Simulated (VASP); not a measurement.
# Au (P6_3/mmc) in VASP: settings compared

The runs below take Au through band structure, vibrations by perturbation theory, with LDA, PBEsol.

Program: VASP 6.6.1. These are calculated values, not measurements. Logs are shortened: lines on timing, memory, paths and dates and some standing lists are left out, and cuts for length are marked.

**1. The cell of the first run**

It takes space group P6_3/mmc (No. 194, hexagonal). The conventional cell has a = 2.900 Å, b = 2.900 Å, c = 4.880 Å, α = 90.00°, β = 90.00°, γ = 120.00°. Au (site symmetry -6m2) has 12 Au at 2.90 to 2.96 Å within 3.8 Å.

This isn't the form of Au at room conditions, which is fcc.

**2. Band structure, LDA, non-collinear spin, zero start, spin-orbit coupling**

Contents of INCAR:

```
ALGO = Normal
EDIFF = 1E-7
ENCUT = 460
GGA = CA
GGA_COMPAT = False
ISMEAR = 2
KPAR = 2
LASPH = True
LCHARG = False
LMAXMIX = 4
LORBIT = 11
LREAL = False
LSORBIT = True
LWAVE = False
MAGMOM = 0 0 0 0 0 0
NBANDS = 72
NELM = 200
PREC = Accurate
SIGMA = 0.05
```

Contents of KPOINTS:

```
Automatic mesh
0
Gamma
  17 17 9
  0 0 0
```

Contents of KPOINTS_OPT:

```
path GMKGALHA,LM,KH
12
line-mode
reciprocal
 0.0000000000  0.0000000000  0.0000000000  G
 0.5000000000  0.0000000000  0.0000000000  M

 0.5000000000  0.0000000000  0.0000000000  M
 0.3333333333  0.3333333333  0.0000000000  K

 0.3333333333  0.3333333333  0.0000000000  K
 0.0000000000  0.0000000000  0.0000000000  G

 0.0000000000  0.0000000000  0.0000000000  G
 0.0000000000  0.0000000000  0.5000000000  A

 0.0000000000  0.0000000000  0.5000000000  A
 0.5000000000  0.0000000000  0.5000000000  L

 0.5000000000  0.0000000000  0.5000000000  L
 0.3333333333  0.3333333333  0.5000000000  H

 0.3333333333  0.3333333333  0.5000000000  H
 0.0000000000  0.0000000000  0.5000000000  A

 0.5000000000  0.0000000000  0.5000000000  L
 0.5000000000  0.0000000000  0.0000000000  M

 0.3333333333  0.3333333333  0.0000000000  K
 0.3333333333  0.3333333333  0.5000000000  H
```

Contents of POSCAR:

```
Au
1.0
    2.9000000000      0.0000000000      0.0000000000
   -1.4500000000      2.5114736710      0.0000000000
    0.0000000000      0.0000000000      4.8800000000
Au
2
Direct
    0.6666666667      0.3333333333      0.2500000000
    0.3333333333      0.6666666667      0.7500000000
```

Potentials or basis: VASP PAW LDA potentials, release 64 (Au).

Command:

```bash
$ cat potpaw_LDA.64/Au/POTCAR > POTCAR
$ mpirun -np 2 vasp_ncl > vasp.out
```

OUTCAR:

```text
EDIFF = 1E-7
   ENCUT = 460
   GGA = CA
   ISMEAR = 2
   LASPH = True
   LORBIT = 11
   LREAL = False
   LSORBIT = True
   NELM = 200
   PREC = Accurate

 ion  position               nearest neighbor table
   1  0.667  0.333  0.250-   2 2.96   2 2.96   2 2.96   2 2.96   2 2.96   2 2.96
   2  0.333  0.667  0.750-   1 2.96   1 2.96   1 2.96   1 2.96   1 2.96   1 2.96

  LATTYP: Found a hexagonal cell.
 ALAT       =     2.9000000000
 C/A-ratio  =     1.6827586207

  Lattice vectors:

 A1 = (   2.9000000000,   0.0000000000,   0.0000000000)
 A2 = (  -1.4500000000,   2.5114736710,   0.0000000000)
 A3 = (   0.0000000000,   0.0000000000,   4.8800000000)

Analysis of symmetry for initial positions (statically):
=====================================================================
 Subroutine PRICEL returns:
 Original cell was already a primitive cell.

 Routine SETGRP: Setting up the symmetry group for a
 hexagonal supercell.

 Subroutine GETGRP returns: Found 24 space group operations
 (whereof 12 operations were pure point group operations)
 out of a pool of 24 trial point group operations.

The static configuration has the point symmetry D_3d.
 The point group associated with its full space group is D_6h.

Analysis of symmetry for dynamics (positions and initial velocities):
=====================================================================
 Subroutine PRICEL returns:
 Original cell was already a primitive cell.

 Routine SETGRP: Setting up the symmetry group for a
 hexagonal supercell.

 Subroutine GETGRP returns: Found 24 space group operations
 (whereof 12 operations were pure point group operations)
 out of a pool of 24 trial point group operations.

The dynamic configuration has the point symmetry D_3d.
 The point group associated with its full space group is D_6h.

Analysis of structural, dynamic, and magnetic symmetry:
=====================================================================
 Subroutine PRICEL returns:
 Original cell was already a primitive cell.

 Routine SETGRP: Setting up the symmetry group for a
 hexagonal supercell.

 Subroutine GETGRP returns: Found 24 space group operations
 (whereof 12 operations were pure point group operations)
 out of a pool of 24 trial point group operations.

The overall configuration has the point symmetry D_3d.
 The point group associated with its full space group is D_6h.

 Subroutine INISYM returns: Found 24 space group operations
 (whereof 12 operations are pure point group operations),
 and found     1 'primitive' translations

----------------------------------------------------------------------------------------

                                     Primitive cell

  volume of cell :      35.5424

  direct lattice vectors                    reciprocal lattice vectors
     2.900000000  0.000000000  0.000000000     0.344827586  0.199086300  0.000000000
    -1.450000000  2.511473671  0.000000000     0.000000000  0.398172599  0.000000000
     0.000000000  0.000000000  4.880000000     0.000000000  0.000000000  0.204918033

  length of vectors
     2.900000000  2.900000000  4.880000000     0.398172599  0.398172599  0.204918033

  position of ions in fractional coordinates (direct lattice)
     0.666666667  0.333333333  0.250000000
     0.333333333  0.666666667  0.750000000

  ion indices of the primitive-cell ions
   primitive index   ion index
                 1           1
                 2           2

----------------------------------------------------------------------------------------

 KPOINTS: Automatic mesh

Automatic generation of k-mesh.
 Grid dimensions read from file:
 generate k-points for:   17   17    9

 Generating k-lattice:

  Cartesian coordinates                     Fractional coordinates (reciprocal lattice)
     0.020283976  0.011710959  0.000000000     0.058823529  0.000000000  0.000000000
     0.000000000  0.023421918  0.000000000     0.000000000  0.058823529  0.000000000
     0.000000000  0.000000000  0.022768670     0.000000000  0.000000000  0.111111111

  Length of vectors
     0.023421918  0.023421918  0.022768670

  Shift w.r.t. Gamma in fractional coordinates (k-lattice)
     0.000000000  0.000000000  0.000000000

 Subroutine IBZKPT returns following result:
 ===========================================

 Found    165 irreducible k-points:

 Following reciprocal coordinates:
[... 48 lines left out ...]
   IBRION =     -1    ionic relax: 0-MD 1-quasi-New 2-CG
   NFREE  =      0    steps in history (QN), initial steepest desc. (CG)
   ISIF   =      2    stress and relaxation
   ISYM   =      2    0-nonsym 1-usesym 2-fastsym
   POTIM  = 0.5000    time-step for ionic-motion
   TEBEG  =    0.0;   TEEND  =   0.0 temperature during run

   SCALEE = 1.0000    scale energy and forces
   PSTRESS=    0.0 pullay stress
   NELECT =      22.0000    total number of electrons
   NUPDOWN=      -1.0000    fix difference up-down
   EMIN   =  10.00;   EMAX   =-10.00  energy-range for DOS
   EFERMI =   0.00;   METHOD = LEGACY
   ISMEAR =     2;   SIGMA  =   0.05  broadening in eV -4-tet -1-fermi 0-gaus
   EFERMI_NEDOS =   21; number of points for ismear=-14 and -15
   IALGO  =     38    algorithm
   IMIX   =      4    mixing-type and parameters
     AMIX     =   0.40;   BMIX     =  1.00
     AMIX_MAG =   1.60;   BMIX_MAG =  1.00
  volume/ion in A,a.u.               =      17.77       119.93
  Fermi-wavevector in a.u.,A,eV,Ry     =   1.395191  2.636528 26.484517  1.946557
  Thomas-Fermi vector in A             =   2.518667
   LORBIT       =     11    0 simple, 1 ext, 2 COOP (PROOUT), +10 PAW based schemes
   GGA     = CA    functional components
   LHFCALC =     F    Hartree Fock is set to
   AEXX    =    0.0000 exact exchange contribution
   IVDW    =     0    specifies the selected vdW correction
   LEPSILON=     F    determine dielectric tensor
   LRPA    =     F    only Hartree local field effects (RPA)

   CSHIFT  =0.1000    complex shift for real part using Kramers Kronig

   OMEGAMAX=  -1.0    maximum frequency
 Methfessel and Paxton  Order N= 2 SIGMA  =   0.05
  energy-cutoff  :      460.00
  volume of cell :       35.54
 maximum number of plane-waves:      1626
   NGX = 11   NGY = 11   NGZ = 17

 number of electron      22.0000000 magnetization       0.0000000      0.0000000      0.0000000

 number of electron      21.9999992 magnetization      -0.0000000     -0.0000000     -0.0000000

 number of electron      21.9999992 magnetization       0.0000000     -0.0000000      0.0000000

 number of electron      21.9999992 magnetization       0.0000000     -0.0000000     -0.0000000

 Free energy of the ion-electron system (eV)
  ---------------------------------------------------
  ext. energy  EPLUGINS =         0.00000000
  ---------------------------------------------------
  free energy    TOTEN  =        -9.39064576 eV

  energy without entropy =       -9.39057225  energy(sigma->0) =       -9.39062738

 E-fermi :   8.5305     XC(G=0): -12.7481

 val. band max:        8.5160972316   @ k =   0.3529   0.1176   0.4444
 cond. band min:       8.5305859200   @ k =   0.4706  -0.0000   0.4444
 fundamental gap:      0.0144886885
 Fermi energy:         8.5305428982

 k-point     1 :       0.0000    0.0000    0.0000
  band No.  band energies     occupation
      1      -0.8906      1.00000
      2      -0.8906      1.00000
      3       1.4164      1.00000
      4       1.4164      1.00000
      5       3.4198      1.00000
      6       3.4198      1.00000
[... 877 lines left out ...]
     33      23.4247      0.00000
     34      23.4247      0.00000

 [... further k-points ...]

 [bands above 34 left out]

------------------------ aborting loop because EDIFF is reached ----------------------------------------

  FORCE on cell =-STRESS in cart. coord.  units (eV):
  Direction    XX          YY          ZZ          XY          YZ          ZX
  --------------------------------------------------------------------------------------
  -------------------------------------------------------------------------------------
  Total       -2.6114485     -2.6114485     -2.4627602      0.0000000      0.0000000      0.0000000
  in kB     -117.7187362   -117.7187362   -111.0161761      0.0000000      0.0000000      0.0000000
  external PRESSURE =    -115.4845495 kB  Pullay stress =       0.0000000 kB

 VOLUME and BASIS-vectors are now :
 -----------------------------------------------------------------------------
  energy-cutoff  :      460.00
  volume of cell :       35.54
      direct lattice vectors                 reciprocal lattice vectors
     2.900000000  0.000000000  0.000000000     0.344827586  0.199086300  0.000000000
    -1.450000000  2.511473671  0.000000000     0.000000000  0.398172599  0.000000000
     0.000000000  0.000000000  4.880000000     0.000000000  0.000000000  0.204918033

 POSITION                                       TOTAL-FORCE (eV/Angst)
 -----------------------------------------------------------------------------------
      1.45000      0.83716      1.22000        -0.000000      0.000000      0.000000
     -0.00000      1.67432      3.66000         0.000000     -0.000000      0.000000
 -----------------------------------------------------------------------------------
    total drift:                                0.000000     -0.000000      0.000000

  FREE ENERGIE OF THE ION-ELECTRON SYSTEM (eV)
  ---------------------------------------------------
  free  energy   TOTEN  =        -9.3906457622 eV

  energy  without entropy=       -9.3905722514  energy(sigma->0) =       -9.39062738

 Spin-Orbit-Coupling matrix elements

 Ion:    1  E_soc:     -0.5896224
 l=   1
     0.0000000    -0.0250997    -0.0259636
    -0.0250997     0.0000000    -0.0250997
    -0.0259636    -0.0250997     0.0000000
 l=   2
     0.0000000    -0.0141187     0.0000000    -0.0141187    -0.0594997
    -0.0141187     0.0000000    -0.0445844    -0.0135048    -0.0141187
     0.0000000    -0.0445844     0.0000000    -0.0445844     0.0000000
    -0.0141187    -0.0135048    -0.0445844     0.0000000    -0.0141187
    -0.0594997    -0.0141187     0.0000000    -0.0141187     0.0000000
 l=   3
     0.0000000     0.0000000     0.0000000     0.0000000     0.0000000     0.0000000     0.0000000
     0.0000000     0.0000000     0.0000000     0.0000000     0.0000000     0.0000000     0.0000000
     0.0000000     0.0000000     0.0000000     0.0000000     0.0000000     0.0000000     0.0000000
     0.0000000     0.0000000     0.0000000     0.0000000     0.0000000     0.0000000     0.0000000
     0.0000000     0.0000000     0.0000000     0.0000000     0.0000000     0.0000000     0.0000000
     0.0000000     0.0000000     0.0000000     0.0000000     0.0000000     0.0000000     0.0000000
     0.0000000     0.0000000     0.0000000     0.0000000     0.0000000     0.0000000     0.0000000

 Ion:    2  E_soc:     -0.5896224
 l=   1
     0.0000000    -0.0250997    -0.0259636
    -0.0250997     0.0000000    -0.0250997
    -0.0259636    -0.0250997     0.0000000
 l=   2
     0.0000000    -0.0141187     0.0000000    -0.0141187    -0.0594997
    -0.0141187     0.0000000    -0.0445844    -0.0135048    -0.0141187
     0.0000000    -0.0445844     0.0000000    -0.0445844     0.0000000
    -0.0141187    -0.0135048    -0.0445844     0.0000000    -0.0141187
    -0.0594997    -0.0141187     0.0000000    -0.0141187     0.0000000
 l=   3
     0.0000000     0.0000000     0.0000000     0.0000000     0.0000000     0.0000000     0.0000000
     0.0000000     0.0000000     0.0000000     0.0000000     0.0000000     0.0000000     0.0000000
     0.0000000     0.0000000     0.0000000     0.0000000     0.0000000     0.0000000     0.0000000
     0.0000000     0.0000000     0.0000000     0.0000000     0.0000000     0.0000000     0.0000000
     0.0000000     0.0000000     0.0000000     0.0000000     0.0000000     0.0000000     0.0000000
     0.0000000     0.0000000     0.0000000     0.0000000     0.0000000     0.0000000     0.0000000
     0.0000000     0.0000000     0.0000000     0.0000000     0.0000000     0.0000000     0.0000000

 total charge

# of ion       s       p       d       tot
------------------------------------------
    1        0.532   0.342   8.725   9.598
    2        0.532   0.342   8.725   9.598
--------------------------------------------------
tot          1.064   0.683  17.449  19.196

 magnetization (x)

# of ion       s       p       d       tot
------------------------------------------
    1        0.000   0.000   0.000   0.000
    2        0.000   0.000   0.000   0.000
--------------------------------------------------
tot          0.000   0.000   0.000   0.000

 magnetization (y)

# of ion       s       p       d       tot
------------------------------------------
    1       -0.000   0.000  -0.000  -0.000
    2       -0.000   0.000  -0.000  -0.000
--------------------------------------------------
tot         -0.000   0.000  -0.000  -0.000

 magnetization (z)

# of ion       s       p       d       tot
------------------------------------------
    1        0.000   0.000   0.000   0.000
    2        0.000   0.000   0.000   0.000
--------------------------------------------------
tot          0.000   0.000   0.000   0.000
```

It took 3.6 min on 2 MPI ranks of AMD EPYC 9R45 (Zen 5), shared host; peak memory 0.77 GiB.

What came out:

```yaml
Free_energy: -9.3906 eV
Pressure: -11.5 GPa
Net_moment: 0.00 μB per cell
Valence_electrons_inside_the_program's_atomic_spheres: Au 9.60
```

Moments on the atoms (μB; x, y, z):
```
Au  0.00 0.00 0.00
Au  0.00 0.00 0.00
```

Caveat: the cell stands under tension.

**3. Vibrations by perturbation theory, PBEsol**

Contents of INCAR:

```
  ALGO = Normal
  EDIFF = 1E-8
  ENCUT = 520
  GGA = PS
  IBRION = 8
  ISIF = 2
  ISMEAR = -1
  LASPH = T
  LCHARG = F
  LREAL = F
  LWAVE = F
  NBANDS = 18
  NELM = 100
  NSW = 1
  PREC = Accurate
  SIGMA = 0.05
```

Contents of KPOINTS:

```
k-points
0
Gamma
  8 8 5
```

POSCAR is that of step 2.

Potentials or basis: VASP PAW PBE potentials, release 64 (Au).

Command:

```bash
$ cat potpaw_PBE.64/Au/POTCAR > POTCAR
$ mpirun -np 1 vasp_std > vasp.out
```

OUTCAR:

```text
EDIFF = 1E-8
   ENCUT = 520
   GGA = PS
   IBRION = 8
   ISIF = 2
   ISMEAR = -1
   LASPH = T
   LREAL = F
   NELM = 100
   NSW = 1
   PREC = Accurate

 ion  position               nearest neighbor table
   1  0.667  0.333  0.250-   2 2.96   2 2.96   2 2.96   2 2.96   2 2.96   2 2.96
   2  0.333  0.667  0.750-   1 2.96   1 2.96   1 2.96   1 2.96   1 2.96   1 2.96

  LATTYP: Found a hexagonal cell.
 ALAT       =     2.9000000000
 C/A-ratio  =     1.6827586207

  Lattice vectors:

 A1 = (   2.9000000000,   0.0000000000,   0.0000000000)
[... 769 lines left out ...]
 ----------------------------------------------------

   1 f  =    3.841239 THz    24.135214 2PiTHz  128.129927 cm-1    15.886079 meV
             X         Y         Z           dx          dy          dz
      1.450000  0.837158  1.220000     0.000000    0.000000    0.707107
     -0.000000  1.674316  3.660000    -0.000000    0.000000   -0.707107
[... 11 lines left out ...]
   4 f  =    0.000000 THz     0.000000 2PiTHz    0.000001 cm-1     0.000000 meV
             X         Y         Z           dx          dy          dz
      1.450000  0.837158  1.220000     0.000000    0.086577    0.701787
     -0.000000  1.674316  3.660000     0.000000    0.086577    0.701787

   5 f/i=    0.000000 THz     0.000000 2PiTHz    0.000000 cm-1     0.000000 meV
             X         Y         Z           dx          dy          dz
      1.450000  0.837158  1.220000     0.707107    0.000000   -0.000000
     -0.000000  1.674316  3.660000     0.707107    0.000000   -0.000000

   6 f/i=    0.000000 THz     0.000000 2PiTHz    0.000000 cm-1     0.000000 meV
             X         Y         Z           dx          dy          dz
      1.450000  0.837158  1.220000     0.000000   -0.701787    0.086577
     -0.000000  1.674316  3.660000     0.000000   -0.701787    0.086577

--------------------------------------------------------------------------------------------------------

 ELASTIC MODULI CONTR FROM IONIC RELAXATION (kBar)
 Direction    XX          YY          ZZ          XY          YZ          ZX
 --------------------------------------------------------------------------------
 XX         -30.1429     30.1429      0.0000     -0.0000      0.0000     -0.0000
 YY          30.1429    -30.1429      0.0000      0.0000      0.0000      0.0000
 ZZ           0.0000      0.0000      0.0000      0.0000      0.0000      0.0000
 XY          -0.0000      0.0000      0.0000    -30.1429      0.0000     -0.0000
 YZ           0.0000      0.0000      0.0000      0.0000      0.0000      0.0000
 ZX          -0.0000      0.0000      0.0000     -0.0000      0.0000     -0.0000
 --------------------------------------------------------------------------------
```

OSZICAR:

```text
N       E                     dE             d eps       ncg     rms          rms(c)
DAV:   1     0.123088518771E+03    0.12309E+03   -0.11634E+04  1080   0.118E+03
DAV:   2    -0.626914107134E+01   -0.12936E+03   -0.12321E+03  1160   0.263E+02
DAV:   3    -0.842969842204E+01   -0.21606E+01   -0.21365E+01  1276   0.341E+01
DAV:   4    -0.843888991675E+01   -0.91915E-02   -0.91895E-02  1200   0.232E+00
[... 42 lines left out ...]
RMM:   9    -0.313670534423E+00   -0.19832E-06    0.26978E-07  2551   0.209E-04    0.575E-05
RMM:  10    -0.313670914260E+00   -0.37984E-06   -0.18282E-08  2558   0.748E-05    0.231E-05
RMM:  11    -0.313671067490E+00   -0.15323E-06   -0.49926E-08  2539   0.486E-05    0.145E-06
RMM:  12    -0.313671071538E+00   -0.40482E-08   -0.66055E-08  2607   0.196E-05    0.871E-07
 Linear response finished
```

Wall time 2.2 min (1 thread of AMD EPYC 7R13 (Zen 3), shared host); peak memory 0.23 GiB.

Results:

```yaml
Highest_phonon_frequency_at_Γ: 128 cm⁻¹
```

Phonon frequencies in cm⁻¹ (negative: imaginary):
```tsv
q point	frequencies
(0.000, 0.000, 0.000)	0 0 0 34 34 128
```

Caveat: the cell stands under pressure or tension, which shifts response properties; the PAW data sets were made with another functional, which shifts forces and pressure a little; spin-orbit coupling is left out, which moves the levels of the heavy elements.
